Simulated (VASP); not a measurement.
A run of VASP 6.6.1:

Contents of INCAR:

```
SYSTEM = Hf2TaN2
ALGO = Normal ; EDIFF = 1E-6
EDIFFG = -0.01 ; ENCUT = 600
GGA = PE ; IBRION = 2
ISIF = 3 ; ISMEAR = 0
LASPH = .TRUE. ; LCHARG = .FALSE.
LREAL = .FALSE. ; LWAVE = .FALSE.
NELM = 100 ; NSW = 100
PREC = Accurate ; SIGMA = 0.1
```

KPOINTS

```
k-points
0
G
  12 12 6
  0 0 0
```

Contents of POSCAR:

```
Hf2TaN2
1.0
    3.3994358350      0.0000000000      0.0000000000
   -1.6997179175      2.9439977917      0.0000000000
    0.0000000000      0.0000000000      8.3795018796
Hf Ta N
2 1 2
Direct
    0.6666666667      0.3333333333      0.6748793494
    0.3333333333      0.6666666667      0.3251206506
    0.0000000000      0.0000000000      0.0000000000
    0.6666666667      0.3333333333      0.3881352767
    0.3333333333      0.6666666667      0.6118647233
```

Potentials or basis: VASP PAW PBE potentials, release 64 (Hf_pv, Ta_pv, N).

Launch:

```console
$ cat potpaw_PBE.64/Hf_pv/POTCAR potpaw_PBE.64/Ta_pv/POTCAR potpaw_PBE.64/N/POTCAR > POTCAR
$ mpirun -np 1 vasp_std > vasp.out
```

Hardware: 1 thread of Intel(R) Xeon(R) 6975P-C (Granite Rapids), on a shared host.

Task: Estimate the wall time of this run.

Result: Wall time 11 min on 1 thread of Intel(R) Xeon(R) 6975P-C (Granite Rapids) (shared host), peak memory 0.42 GiB. Counts: scf iterations 78, k points 100, ion steps 12.
